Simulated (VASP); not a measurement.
Set up this calculation in VASP 6.6.1, as the native input.

| Property | Result |
| --- | --- |
| Task | relaxation of cell and atoms |
| Functional | PBE |
| Potentials or basis | VASP PAW PBE potentials, release 64 (K_sv, Cd, Os) |
| Cutoff | 600 eV |
| k mesh | 4 × 4 × 2 |
| Occupations | gaussian, width 0.1 eV |
| Spin | no spin polarisation |
| Dipole correction | no |
| Further INCAR settings | ALGO = Fast; EDIFF = 1e-06; IBRION = 2; EDIFFG = -0.04; NSW = 90; ISIF = 3 |

The structure of K3Cd2Os lies in POSCAR:

```
K3Cd2Os
1.0
    4.3990530400      0.0000000000      0.0000000000
    0.0000000000      4.3990530400      0.0000000000
    0.0000000000      0.0000000000      9.5477970800
K Cd Os
3 2 1
Direct
    0.5000000000      0.5000000000      0.7271514400
    0.5000000000      0.5000000000      0.4234921400
    0.0000000000      0.0000000000      0.0890026100
    0.0000000000      0.5000000000      0.7832693700
    0.5000000000      0.0000000000      0.7832693700
    0.5000000000      0.5000000000      0.1437536100
```

The cell was generated, and may not be a known phase.

These files were run (other wordings do the same):

INCAR

```
SYSTEM = K3Cd2Os
PREC = Accurate ; ENCUT = 600
EDIFF = 1E-6 ; ISMEAR = 0
SIGMA = 0.1 ; LREAL = .False.
LASPH = .True. ; NELM = 100
ALGO = Fast ; ISIF = 3
LWAVE = .False. ; LCHARG = .False.
GGA = PE ; IBRION = 2
NSW = 90 ; EDIFFG = -0.04
```

KPOINTS

```
regular mesh
0
Gamma
  4 4 2
  0 0 0
```

Potentials or basis: VASP PAW PBE potentials, release 64 (K_sv, Cd, Os).

Launch:

```bash
$ cat potpaw_PBE.64/K_sv/POTCAR potpaw_PBE.64/Cd/POTCAR potpaw_PBE.64/Os/POTCAR > POTCAR
$ mpirun -np 1 vasp_std > vasp.out
```

It gave:

The relaxed volume is 47.73 Å³/atom. The relaxed cell is a = 5.032 Å, b = 5.032 Å, c = 11.313 Å, α = 90.00°, β = 90.00°, γ = 90.00°. The space group after relaxing (to 0.1 Å) is P4mm (No. 99) and the pressure after relaxing is 0.0 GPa. The largest force after relaxing is 0.032 eV/Å and the band gap on the k mesh is zero (an odd number of electrons rules out a gap without spin polarisation).

Caveat: the volume moved by over 15 % at a fixed basis, so the end points are rough; spin-orbit coupling is left out, which moves the levels of the heavy elements.

It took 56 min on 1 thread of AMD EPYC 9R45 96-Core Processor (Zen 5), on a shared host, peak memory 0.38 GiB.
